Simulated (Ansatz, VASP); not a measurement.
# MnPt2 in VASP and in Ansatz

```xyz
3
Lattice="2.8584 0.0000 0.0000 -1.4292 2.4755 0.0000 0.0000 0.0000 6.5325" Properties=species:S:1:pos:R:3 pbc="T T T"
Pt    1.4292    0.8252    2.0656
Pt    0.0000    1.6503    4.4669
Mn    0.0000    0.0000    0.0000
```

Alike in both runs: task single point; functional PBEsol; k mesh 11 × 11 × 4; occupations fermi-dirac, width 0.05 eV; collinear spin.

|  | VASP | Ansatz |
| --- | --- | --- |
| version | VASP 6.6.1 | Ansatz 0.2.0 |
| potentials or method | VASP PAW PBE potentials, release 64 (Pt, Mn_pv) | Ansatz PAW |
| plane-wave cutoff (eV) | 520 | 420 |
| valence electrons in the cell | 33 | 51 |

```csv
,VASP,Ansatz,Ansatz less VASP
gap on the k mesh at the Fermi level (eV),none,none,-
pressure (GPa),-26.0,-9.2,+16.78
"traceless stress, the component that is largest in VASP (GPa)",7.99,1.90,-6.088
rms of the force components (eV/Å),0.174,0.012,-0.1620
net moment per atom (μB),0.00,1.50,+1.502
size of the moment on the site where the two differ most (μB),0.00,3.71,+3.710
```

The net moments are unlike, so the other rows may belong to different states. VASP's potentials were made for PBE, not for PBEsol. Site moments also hang on the region over which each program counts them. Atom by atom the forces differ by 0.186 eV/Å (rms over components). A gap of «none» marks a metal or a gap that the smearing closes. VASP's potentials hold 33 valence electrons a cell and Ansatz's 51, so a difference there can come from the potentials and not from the codes.

Spin-orbit coupling is off throughout.
